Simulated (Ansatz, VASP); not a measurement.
**Two plane-wave programs on P**

The input POSCAR:

```
P
1.0
    3.1540000000      0.0000000000      0.0000000000
   -1.5770000000      2.7314441236      0.0000000000
    0.0000000000      0.0000000000     28.0000000000
P
2
Direct
    0.3333333333      0.6666666667      0.5187321429
    0.6666666667      0.3333333333      0.4812678571
```

Contents of INCAR.step1:

```
SYSTEM = P
PREC = Accurate ; ENCUT = 520
ISMEAR = 0 ; SIGMA = 0.02
LREAL = .False. ; LASPH = .True.
NELM = 80 ; LDIPOL = .True.
IDIPOL = 3 ; DIPOL = 0.5 0.5 0.500
NBANDS = 12 ; GGA = PE
ALGO = Normal ; EDIFF = 1E-4
LWAVE = .True. ; LCHARG = .False.
```

INCAR.step2

```
SYSTEM = P
PREC = Accurate ; ENCUT = 520
EDIFF = 1E-7 ; ISMEAR = 0
SIGMA = 0.02 ; LREAL = .False.
LASPH = .True. ; NELM = 80
ALGO = Normal ; ISIF = 2
LWAVE = .False. ; LCHARG = .True.
LDIPOL = .True. ; IDIPOL = 3
DIPOL = 0.5 0.5 0.500 ; METAGGA = R2SCAN
LMIXTAU = .True. ; LELF = .True.
LVHAR = .True. ; LVACPOTAV = .True.
NBANDS = 12 ; ISTART = 1
```

KPOINTS

```
regular mesh
0
Gamma
  9 9 1
  0 0 0
```

Input for Ansatz:

```yaml
crystal:
  lattice:
    - [3.154, 0.0, 0.0]
    - [-1.577, 2.7314441236, 0.0]
    - [0.0, 0.0, 28.0]
  atoms:
    - { symbol: P, position: [0.3333333333, 0.6666666667, 0.5187321429] }
    - { symbol: P, position: [0.6666666667, 0.3333333333, 0.4812678571] }
  periodic: [true, true, false]
basis:
  ecutwfc: 500
kpoints:
  mp_grid: { grid: [9, 9, 1] }
hamiltonian:
  xc: r2scan
scf:
  occupations: { method: gaussian, width: 0.02 }
output:
  forces: true
  stress: true
  eigenvalues: true
```

Alike in both runs: task single point; functional r2SCAN; k mesh 9 × 9 × 1; occupations gaussian, width 0.02 eV; no spin polarisation.

```csv
,VASP,Ansatz
version,VASP 6.6.1,Ansatz 0.2.0
potentials or method,"VASP PAW PBE potentials, release 64 (P), cutoff 520 eV","scalar-relativistic, plane waves, PAW"
valence electrons in the cell,10,10
```

|  | VASP | Ansatz | Ansatz less VASP |
| --- | --- | --- | --- |
| gap on the k mesh at the Fermi level (eV) | 1.26 | 1.19 | -0.070 |
| least direct gap on the mesh (eV) | 1.79 | 1.73 | -0.061 |
| rms of the force components (eV/Å) | 2.184 | 2.301 | +0.1170 |

VASP's potentials were made for PBE, not for r2SCAN. Atom by atom the forces differ by 0.117 eV/Å (rms over components).
